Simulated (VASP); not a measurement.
LaH3: single point with LDA

Crystal: LaH3.

```
CELL_PARAMETERS angstrom
-1.87707 1.87707 3.05586
1.87707 -1.87707 3.05586
1.87707 1.87707 -3.05586
ATOMIC_POSITIONS crystal
La 0.00000 0.00000 0.00000
H 0.75000 0.25000 0.50000
H 0.25000 0.75000 0.50000
H 0.50000 0.50000 0.00000
```

- Program: VASP 6.6.1
- Task: single point
- Functional: LDA
- Potentials or basis: VASP PAW LDA potentials, release 64 (La, H)
- Cutoff: 500 eV
- k mesh: 5 × 5 × 5
- Occupations: fermi-dirac, width 0.1 eV
- Spin: non-collinear spin, zero start, spin-orbit coupling
- Starting moments: [[0.0, 0.0, 0.0], [0.0, 0.0, 0.0], [0.0, 0.0, 0.0], [0.0, 0.0, 0.0]] μB

```yaml
Pressure: -4.4 GPa
Net_moment: 0.00 μB per cell
Valence_electrons_inside_the_program's_atomic_spheres: La 8.52; H 0.53, 0.48 (each value once)
```

Stress tensor (GPa, compression positive):
```
-4.11  0.00  0.00
 0.00 -4.11  0.00
 0.00  0.00 -5.10
```

Moments on the atoms (μB; x, y, z):
```
La  0.00 0.00 0.00
H   0.00 0.00 0.00
H   0.00 0.00 0.00
H   0.00 0.00 0.00
```

Run time: 73 s on 1 thread of Intel(R) Xeon(R) Platinum 8259CL CPU @ 2.50GHz (Skylake/Cascade Lake) (shared host), peak memory 0.24 GiB.

Caveat: the k points lie up to 0.39 Å⁻¹ apart.
